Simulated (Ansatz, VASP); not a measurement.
# Two plane-wave programs on Ge

INCAR

```
SYSTEM = Ge
PREC = Accurate
ENCUT = 520
EDIFF = 1E-7
ISMEAR = -1
SIGMA = 0.05
LREAL = .FALSE.
LASPH = .TRUE.
NELM = 60
ALGO = Normal
ISIF = 2
LWAVE = .FALSE.
LCHARG = .TRUE.
GGA = PS
IVDW = 13
LELF = .TRUE.
LVHAR = .TRUE.
NBANDS = 21
```

The input KPOINTS:

```
Automatic mesh
0
G
  8 8 8
  0 0 0
```

Contents of POSCAR:

```
Ge
1.0
    0.0000000000      2.8661367691      2.8661367691
    2.8661367691      0.0000000000      2.8661367691
    2.8661367691      2.8661367691      0.0000000000
Ge
2
Direct
    0.7500000000      0.7500000000      0.7500000000
    0.5000000000      0.5000000000      0.5000000000
```

Contents of input.yaml:

```yaml
crystal:
  lattice:
    - [0.0, 2.8661367691, 2.8661367691]
    - [2.8661367691, 0.0, 2.8661367691]
    - [2.8661367691, 2.8661367691, 0.0]
  atoms:
    - { symbol: Ge, position: [0.75, 0.75, 0.75] }
    - { symbol: Ge, position: [0.5, 0.5, 0.5] }
hamiltonian:
  xc: pbesol
  pseudopotentials: { kind: paw }
  dispersion: d4
kpoints:
  mp_grid: { grid: [8, 8, 8] }
scf:
  occupations: { method: fermi_dirac, width: 0.05 }
output:
  forces: true
  stress: true
  eigenvalues: true
```

Alike in both runs: task single point; functional PBEsol; dispersion D4; k mesh 8 × 8 × 8; occupations fermi-dirac, width 0.05 eV; no spin polarisation.

|  | VASP | Ansatz |
| --- | --- | --- |
| version | VASP 6.6.1 | Ansatz 0.2.0 |
| potentials or method | VASP PAW PBE potentials, release 64 (Ge_d) | Ansatz PAW |
| plane-wave cutoff (eV) | 520 | 420 |
| valence electrons in the cell | 28 | 28 |

|  | VASP | Ansatz | Ansatz less VASP |
| --- | --- | --- | --- |
| gap on the k mesh at the Fermi level (eV) | none | none | - |
| pressure (GPa) | -3.0 | -3.0 | +0.09 |

VASP's potentials were made for PBE, not for PBEsol. A gap of «none» marks a metal or a gap that the smearing closes.
